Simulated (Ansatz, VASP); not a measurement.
**La in VASP and in Ansatz**

```xyz
2
Lattice="3.7542 0.0000 0.0000 -1.8771 3.2513 0.0000 0.0000 0.0000 6.1307" Properties=species:S:1:pos:R:3 pbc="T T T"
La    0.0000    2.1675    1.5327
La    1.8771    1.0838    4.5980
```

Alike in both runs: task relaxation of cell and atoms; functional PBEsol; k mesh 10 × 10 × 5; occupations fermi-dirac, width 0.1 eV; no spin polarisation.

|  | VASP | Ansatz |
| --- | --- | --- |
| version | VASP 6.6.1 | Ansatz 0.2.0 |
| potentials or method | VASP PAW PBE potentials, release 64 (La), cutoff 600 eV | plane waves (420 eV) with PAW, scalar-relativistic |
| valence electrons in the cell | 22 | 22 |

```csv
,VASP,Ansatz,Ansatz less VASP
relaxed volume (Å³/atom),34.73,34.68,-0.044
relaxed cell length with the largest relative difference (Å),5.991,5.979,-0.0123
```

VASP's potentials were made for PBE, not for PBEsol, and Ansatz warns of the same on its side.

Spin-orbit coupling is off throughout.
